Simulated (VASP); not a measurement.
# CdS3 (P6_3/m) in VASP: notebook, part 2 of 2

VASP 6.6.1.

### Step 3. Relaxation of cell and atoms, PBE

INCAR

```
SYSTEM = CdS3
PREC = Accurate ; ENCUT = 500
EDIFF = 1E-7 ; ISMEAR = 0
SIGMA = 0.1 ; LREAL = .False.
LASPH = .True. ; NELM = 120
ALGO = Normal ; ISIF = 3
LWAVE = .False. ; LCHARG = .False.
GGA = PE ; IBRION = 2
NSW = 90 ; EDIFFG = -0.04
GGA_COMPAT = .False. ; NELMIN = 4
```

KPOINTS

```
Automatic mesh
0
Gamma
  3 3 4
  0 0 0
```

POSCAR

```
CdS3
1.0
    7.0505822900      0.0000000000      0.0000000000
   -3.5252911400      6.1059833700      0.0000000000
    0.0000000000      0.0000000000      3.9292090100
Cd S
2 6
Direct
    0.6666666700      0.3333333300      0.2500000000
    0.3333333300      0.6666666700      0.7500000000
    0.2971000100      0.3829000000      0.2500000000
    0.9142000100      0.2971000100      0.7500000000
    0.6171000000      0.9142000100      0.2500000000
    0.7028999900      0.6171000000      0.7500000000
    0.0857999900      0.7028999900      0.2500000000
    0.3829000000      0.0857999900      0.7500000000
```

Potentials or basis: VASP PAW PBE potentials, release 64 (Cd, S).

The run is started by

```sh
cat potpaw_PBE.64/Cd/POTCAR potpaw_PBE.64/S/POTCAR > POTCAR
mpirun -np 1 vasp_std > vasp.out
```

OUTCAR:

```text
SYSTEM = CdS3
   PREC = Accurate
   ENCUT = 500
   EDIFF = 1E-7
   ISMEAR = 0
   LREAL = .False.
   LASPH = .True.
   NELM = 120
   ISIF = 3
   GGA = PE
   IBRION = 2
   NSW = 90
   EDIFFG = -0.04
   NELMIN = 4

 ion  position               nearest neighbor table
   1  0.667  0.333  0.250-   4 2.72   4 2.72   8 2.72   8 2.72   6 2.72   6 2.72   5 2.80   7 2.80
                             3 2.80
   2  0.333  0.667  0.750-   7 2.72   7 2.72   5 2.72   5 2.72   3 2.72   3 2.72   8 2.80   4 2.80
                             6 2.80
   3  0.297  0.383  0.250-   2 2.72   2 2.72   1 2.80
   4  0.914  0.297  0.750-   1 2.72   1 2.72   2 2.80
   5  0.617  0.914  0.250-   2 2.72   2 2.72   1 2.80
   6  0.703  0.617  0.750-   1 2.72   1 2.72   2 2.80
   7  0.086  0.703  0.250-   2 2.72   2 2.72   1 2.80
   8  0.383  0.086  0.750-   1 2.72   1 2.72   2 2.80

  LATTYP: Found a hexagonal cell.
 ALAT       =     7.0505822900
 C/A-ratio  =     0.5572885825

  Lattice vectors:

 A1 = (   7.0505822900,   0.0000000000,   0.0000000000)
 A2 = (  -3.5252911400,   6.1059833700,   0.0000000000)
 A3 = (   0.0000000000,   0.0000000000,   3.9292090100)

Analysis of symmetry for initial positions (statically):
=====================================================================
[... 165 lines left out ...]

 Free energy of the ion-electron system (eV)
  ---------------------------------------------------
  ext. energy  EPLUGINS =         0.00000000
  ---------------------------------------------------
  free energy    TOTEN  =       -20.53087662 eV

  energy without entropy =      -20.48078137  energy(sigma->0) =      -20.50582899

------------------------ aborting loop because EDIFF is reached ----------------------------------------

  FORCE on cell =-STRESS in cart. coord.  units (eV):
  Direction    XX          YY          ZZ          XY          YZ          ZX
  --------------------------------------------------------------------------------------
  -------------------------------------------------------------------------------------
  Total        0.4359131      0.4359131     -0.0285761      0.0000002      0.0000000      0.0000000
  in kB        4.1288089      4.1288089     -0.2706622      0.0000021      0.0000000      0.0000000
  external PRESSURE =       2.6623186 kB  Pullay stress =       0.0000000 kB
[... 826 lines left out ...]
     35       8.0832      0.00000
     36       8.0832      0.00000

[... ionic steps 4 to 50 ...]

--------------------------------------- Ionic step       51  -------------------------------------------

 number of electron      59.9999995 magnetization

------------------------ aborting loop because EDIFF is reached ----------------------------------------
[... 79 lines left out ...]
--------------------------------------- Ionic step       53  -------------------------------------------

 number of electron      59.9999990 magnetization

 Free energy of the ion-electron system (eV)
  ---------------------------------------------------
  ext. energy  EPLUGINS =         0.00000000
  ---------------------------------------------------
  free energy    TOTEN  =       -22.70356444 eV

  energy without entropy =      -22.67548056  energy(sigma->0) =      -22.68952250

 E-fermi :   4.6981     XC(G=0): -10.3529

 val. band max:        4.6734056029   @ k =   0.0000   0.0000   0.2500
 cond. band min:       4.7839766029   @ k =   0.3333   0.0000   0.2500
 fundamental gap:      0.1105710001
 Fermi energy:         4.6980717285
[... 384 lines left out ...]
  FREE ENERGIE OF THE ION-ELECTRON SYSTEM (eV)
  ---------------------------------------------------
  free  energy   TOTEN  =       -22.7035644377 eV

  energy  without entropy=      -22.6754805567  energy(sigma->0) =      -22.68952250

 reached required accuracy - stopping structural energy minimisation
```

OSZICAR:

```text
N       E                     dE             d eps       ncg     rms          rms(c)
DAV:   1     0.406923333186E+03    0.40692E+03   -0.28188E+04   648   0.148E+03
DAV:   2     0.806376369733E+01   -0.39886E+03   -0.39217E+03   808   0.331E+02
DAV:   3    -0.205854954372E+02   -0.28649E+02   -0.27704E+02   716   0.866E+01
[... 594 lines left out ...]
DAV:   4    -0.227035605699E+02    0.19498E-03   -0.30276E-04   696   0.996E-02    0.302E-02
DAV:   5    -0.227035621770E+02   -0.16071E-05   -0.30731E-05   684   0.371E-02    0.165E-02
DAV:   6    -0.227035641812E+02   -0.20042E-05   -0.30806E-06   740   0.106E-02    0.657E-03
DAV:   7    -0.227035643969E+02   -0.21573E-06   -0.49462E-07   636   0.599E-03    0.235E-03
DAV:   8    -0.227035644377E+02   -0.40725E-07   -0.49070E-08   336   0.131E-03
  53 F= -.22703564E+02 E0= -.22689522E+02  d E =-.187305E-02
```

It took 36 min on 1 thread of Intel Xeon Platinum 8259CL at 2.50GHz (Skylake/Cascade Lake), shared host; peak memory 0.31 GiB.

What came out:

* Free energy: -22.7036 eV
* Relaxed volume: 19.49 Å³/atom
* Relaxed cell: a = 7.116 Å, b = 7.116 Å, c = 3.555 Å, α = 90.00°, β = 90.00°, γ = 120.00°
* Space group after relaxing (to 0.1 Å): P6_3/mmc (No. 194)
* Energy gained by relaxing: 271.6 meV/atom
* Ionic steps: 53
* Pressure after relaxing: 0.0 GPa
* Largest force after relaxing: 0.037 eV/Å
* Band gap on the k mesh: zero (bands 30 and 31 overlap by 0.78 eV)

Forces on the atoms (eV/Å):
```
Cd   0.000  0.000  0.000
Cd   0.000  0.000  0.000
S   -0.019 -0.032  0.000
S    0.019 -0.032  0.000
S    0.037  0.000  0.000
S    0.019  0.032  0.000
S   -0.019  0.032  0.000
S   -0.037  0.000  0.000
```

The path:
```
step  energy change (eV)  largest force (eV/Å)  pressure (GPa)  volume (Å³)
   1              0.0000                0.8888            0.27       169.16
   3             -0.6805                0.4863           -4.41       172.61
   5             -1.0359                0.2624           -6.89       176.00
   7             -1.6353                0.1403           -1.74       159.86
   9             -1.6514                0.1261           -1.49       159.02
  11             -1.6918                0.1988           -0.21       154.61
  13             -1.7068                0.0933           -0.29       154.99
  15             -1.7131                0.0743            0.17       153.95
  17             -1.7172                0.0583           -0.16       154.60
  19             -1.7223                0.0808            0.30       153.13
  21             -1.7237                0.1011            0.71       151.87
  23             -1.7253                0.1032            0.71       151.75
  25             -1.7331                0.1123            0.74       151.22
  27             -1.7647                0.1169            1.01       149.12
  29             -1.7751                0.0864            1.37       147.74
  31             -1.7962                0.0437            1.21       147.76
  33             -1.8157                0.2591            1.53       147.85
  35             -1.8495                0.1543            0.91       148.73
  37             -1.9939                0.2441           -1.22       156.70
  39             -2.0253                0.2572           -0.42       156.56
  41             -2.0625                0.2037            0.13       155.52
  43             -2.0766                0.2913            1.38       151.28
  45             -2.1428                0.1170           -0.59       156.42
  47             -2.1579                0.0823           -0.36       156.41
  49             -2.1655                0.0399           -0.23       156.87
  51             -2.1708                0.0376            0.34       155.32
  53             -2.1727                0.0372           -0.02       155.91
```

Final structure:
```yaml
crystal:
  lattice:
    - [7.11643, 0.00000, 0.00000]
    - [-3.55822, 6.16301, 0.00000]
    - [0.00000, 0.00000, 3.55477]
  atoms:
    - { symbol: Cd, position: [0.66667, 0.33333, 0.25000] }
    - { symbol: Cd, position: [0.33333, 0.66667, 0.75000] }
    - { symbol: S, position: [0.16575, 0.32239, 0.25000] }
    - { symbol: S, position: [0.84336, 0.16575, 0.75000] }
    - { symbol: S, position: [0.67761, 0.84336, 0.25000] }
    - { symbol: S, position: [0.83425, 0.67761, 0.75000] }
    - { symbol: S, position: [0.15664, 0.83425, 0.25000] }
    - { symbol: S, position: [0.32239, 0.15664, 0.75000] }
```

Caveat: the k points lie up to 0.44 Å⁻¹ apart in the final cell, too coarse for converged energies and pressures of a metal; semilocal functionals underestimate gaps, and a narrow one can read as zero.

The gap in the log of VASP goes by the Fermi energy; the results here count the filled bands.